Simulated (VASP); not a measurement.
Here is a VASP 6.6.1 calculation.

INCAR

```
PREC = Accurate
ENCUT = 520
EDIFF = 1E-6
ISMEAR = 0
SIGMA = 0.1
LREAL = F
LASPH = T
NELM = 100
ALGO = Normal
ISIF = 2
LWAVE = F
LCHARG = F
GGA = PE
NBANDS = 23
```

KPOINTS

```
regular mesh
0
Gamma
  6 6 6
```

Contents of POSCAR:

```
SiSn2
1.0
    0.0000000000      2.5273127000      6.5069886200
    2.1689962100      0.0000000000      6.5069886200
    2.1689962100      2.5273127000      0.0000000000
Si Sn
1 2
Direct
    0.0000000000      0.0000000000      0.0000000000
    0.3333333300      0.3333333300      0.6666666700
    0.6666666700      0.6666666700      0.3333333300
```

Potentials or basis: VASP PAW PBE potentials, release 64 (Si, Sn_d).

The run is started by

```console
$ cat potpaw_PBE.64/Si/POTCAR potpaw_PBE.64/Sn_d/POTCAR > POTCAR
$ mpirun -np 1 vasp_std > vasp.out
```

Task: Predict the pressure.

Result: 1.1 GPa.

Task: Predict the band gap on the k mesh.

Result: Zero (band 16 reaches 10.80 eV, above the bottom of band 17 at 5.53 eV).

Stress tensor (GPa, compression positive):
```
 1.80  0.00  0.00
 0.00  3.38  0.00
 0.00  0.00 -2.02
```

Caveat: spin-orbit coupling is left out, which moves the levels of the heavy elements; forces of over 1 eV/Å act on the atoms, so gaps and moduli don't describe the material at rest.
